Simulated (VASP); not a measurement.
Input of a VASP 6.6.1 run:

INCAR

```
SYSTEM = Rh
ALGO     = Fast           ! electronic algorithm
EDIFF    = 1E-7           ! SCF threshold, eV
ENCUT    = 520            ! plane-wave cutoff, eV
ISIF     = 2              ! what is computed and relaxed
ISMEAR   = 0              ! smearing method
LASPH    = .TRUE.         ! aspherical terms in the spheres
LCHARG   = .FALSE.        ! write CHGCAR
LREAL    = .FALSE.        ! projectors in reciprocal space
LWAVE    = .FALSE.        ! write WAVECAR
NBANDS   = 38             ! bands
NELM     = 80             ! most SCF steps
PREC     = Accurate       ! precision mode
SIGMA    = 0.15           ! smearing width, eV
```

File KPOINTS:

```
k-points
0
G
  18 18 6
  0 0 0
```

The input POSCAR:

```
Rh
1.0
    2.7058856532      0.0000000000      0.0000000000
   -1.3529428266      2.0060020565      0.0000000000
    0.0000000000      0.0000000000      9.6202383977
Rh
4
Direct
    0.0000000000      0.0000000000      0.0000000000
    0.3333333333      0.6666666667      0.2500000000
    0.0000000000      0.0000000000      0.5000000000
    0.6666666667      0.3333333333      0.7500000000
```

Potentials or basis: VASP PAW LDA potentials, release 64 (Rh_pv).

The run is started by

```sh
$ cat potpaw_LDA.64/Rh_pv/POTCAR > POTCAR
$ mpirun -np 1 vasp_std > vasp.out
```

Task: What does it give for the pressure?

Result: 23.9 GPa.

Task: Estimate the band gap on the k mesh.

Result: Zero (band 30 reaches 14.89 eV, above the bottom of band 31 at 11.28 eV).

Task: Estimate the largest force.

Result: 0.138 eV/Å.

Stress tensor (GPa, compression positive):
```
 16.52   0.00   0.00
  0.00  80.11   0.00
  0.00   0.00 -24.87
```

Caveat: the cell differs from its parent crystal (strain +e along x and -e along y +0.0733, strain +e along z and -e/2 along x and y +0.1100).
